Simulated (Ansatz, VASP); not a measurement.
**Mg: VASP beside Ansatz**

```
Mg
1.0
     3.16593    0.00000    0.00000
    -1.58296    2.74177    0.00000
     0.00000    0.00000    5.13988
Mg
2
Cartesian
  1.5830 0.9139 3.8549
  0.0000 1.8278 1.2850
```

Alike in both runs: task single point; functional PBEsol-based screened hybrid; k mesh 5 × 5 × 3; occupations fermi-dirac, width 0.05 eV; no spin polarisation.

|  | VASP | Ansatz |
| --- | --- | --- |
| version | VASP 6.6.1 | Ansatz 0.2.0 |
| potentials or method | VASP PAW PBE potentials, release 64 (Mg) | Ansatz PAW |
| plane-wave cutoff (eV) | 520 | 420 |
| valence electrons in the cell | 4 | 20 |

VASP gave:

* gap on the k mesh at the Fermi level (eV): none
* pressure (GPa): 0.4
* traceless stress, the component that is largest in VASP (GPa): 0.56

Estimate Ansatz's values.

gap on the k mesh at the Fermi level (eV): none; pressure (GPa): 0.5; traceless stress, the component that is largest in VASP (GPa): 0.56.

VASP's potentials were made for PBE, not for PBEsol-based screened hybrid. A gap of «none» marks a metal or a gap that the smearing closes. With one functional, cell and mesh, what is left measures potentials, basis and numerics. VASP's potentials hold 4 valence electrons a cell and Ansatz's 20, so a difference there can come from the potentials and not from the codes.

The k mesh is coarse, so the values compare programs but aren't converged.
